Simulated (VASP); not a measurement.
## C: single point with r2SCAN

The system is C.

```
C
1.0
     2.50984    0.00000    0.00000
    -1.25492    2.17358    0.00000
     0.00000    0.00000    8.28032
C
8
Direct
  0.97012 0.97012 0.09293
  0.00000 0.00000 0.59293
  0.00000 0.00000 0.40707
  0.00000 0.00000 0.90707
  0.33333 0.66667 0.15550
  0.66667 0.33333 0.65550
  0.33333 0.66667 0.34450
  0.66667 0.33333 0.84450
```

This cell differs from its parent crystal: atom 1 (C) moved +0.075 Å towards its neighbour atom 1 (C) at 2.510 Å.

| Property | Result |
| --- | --- |
| Program | VASP 6.6.1 |
| Task | single point |
| Functional | r2SCAN |
| Potentials or basis | VASP PAW PBE potentials, release 64 (C) |
| Cutoff | 520 eV |
| k mesh | 12 × 12 × 4 |
| Occupations | gaussian, width 0.05 eV |
| Spin | no spin polarisation |

| Item | Value |
| --- | --- |
| Pressure | 1.6 GPa |
| Largest force | 2.976 eV/Å |
| Band gap on the k mesh | 4.30 eV (least direct gap 4.82 eV) |

Forces on the atoms (eV/Å):
```
C    1.695  2.438 -0.193
C    0.001  0.001  0.000
C   -0.002 -0.003 -0.003
C   -0.256 -0.414  0.017
C   -1.406 -1.944  0.198
C   -0.028 -0.049  0.005
C    0.008  0.005 -0.011
C   -0.012 -0.034 -0.012
```

Stress tensor (GPa, compression positive):
```
 2.20  0.50 -0.64
 0.50  1.35 -0.35
-0.64 -0.35  1.36
```

Levels at points of the mesh, in eV from the valence-band top:
```tsv
k point	band 12	band 13	band 14	band 15	band 16	band 17	band 18	band 19	band 20	band 21
(0.00, 0.00, 0.00)	-2.27	-1.88	-0.70	-0.50	0.00	4.82	5.24	5.41	6.68	7.27
(0.50, 0.00, 0.00)	-5.70	-5.57	-5.33	-4.32	-3.44	4.51	5.40	5.92	6.04	6.58
(0.00, 0.50, 0.00)	-5.86	-5.68	-5.33	-4.26	-3.62	4.37	5.49	5.76	5.96	6.57
(0.50, 0.50, 0.00)	-5.76	-5.70	-5.27	-4.30	-3.48	4.38	5.46	5.76	5.95	6.58
(0.00, 0.00, 0.50)	-2.85	-1.45	-1.10	-1.07	-0.50	5.36	5.96	6.01	6.28	6.69
(0.50, 0.00, 0.50)	-6.63	-5.52	-5.31	-4.29	-4.10	4.82	4.92	6.74	7.06	7.58
(0.00, 0.50, 0.50)	-6.76	-5.50	-5.31	-4.42	-4.29	4.64	4.82	6.88	7.07	7.50
(0.50, 0.50, 0.50)	-6.72	-5.45	-5.41	-4.29	-4.17	4.66	4.82	6.98	6.99	7.33
```

It took 19 min on 1 thread of Oxide Virtual Turin-like Processor (shared host), peak memory 0.3 GiB.

Caveat: the cell differs from its parent crystal (atom 1 (C) moved +0.075 Å towards its neighbour atom 1 (C) at 2.510 Å); the PAW data sets were made with another functional, which shifts forces and pressure a little. A k mesh can miss the band edges.
